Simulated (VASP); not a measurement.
# Cu: single point with LDA

The system is Cu.

```
Cu
1.0
    -1.50550    1.50550    1.25378
     1.50550   -1.50550    1.25378
     1.50550    1.50550   -1.25378
Cu
1
Direct
  0.00000 0.00000 0.00000
```

* Program: VASP 6.6.1
* Task: single point
* Functional: LDA
* Potentials or basis: VASP PAW LDA potentials, release 64 (Cu)
* Cutoff: 520 eV
* k mesh: 24 × 24 × 24
* Occupations: gaussian, width 0.15 eV
* Spin: no spin polarisation
* Dipole correction: no
* Further INCAR settings: ALGO = Normal; EDIFF = 1e-06; NBANDS = 12

```
Pressure               : -4.5 GPa
Band gap on the k mesh : zero (an odd number of electrons rules out a gap without spin polarisation)
```

Stress tensor (GPa, compression positive):
```
-6.65  0.00  0.00
 0.00 -6.65  0.00
 0.00  0.00 -0.17
```

Levels at points of the mesh, in eV from the Fermi level:
```tsv
k point	band 2	band 3	band 4	band 5	band 6	band 7	band 8	band 9	band 10	band 11
(0.00, 0.00, 0.00)	-3.75	-2.91	-2.91	-2.83	-1.92	22.62	22.62	26.48	27.61	29.05
(0.50, 0.00, 0.00)	-4.30	-2.32	-1.67	-1.50	-0.06	5.42	16.40	16.47	20.67	23.69
(0.50, 0.50, 0.00)	-3.33	-2.89	-2.29	-1.53	-1.51	3.26	21.53	22.17	25.42	27.88
(0.50, 0.50, 0.50)	-4.90	-1.66	-1.66	-1.49	6.10	6.10	12.26	12.71	13.61	20.06
```

Wall time 44 s on 1 thread of Intel(R) Xeon(R) 6975P-C (Granite Rapids), on a shared host, peak memory 0.24 GiB.

Caveat: the cell stands under tension.
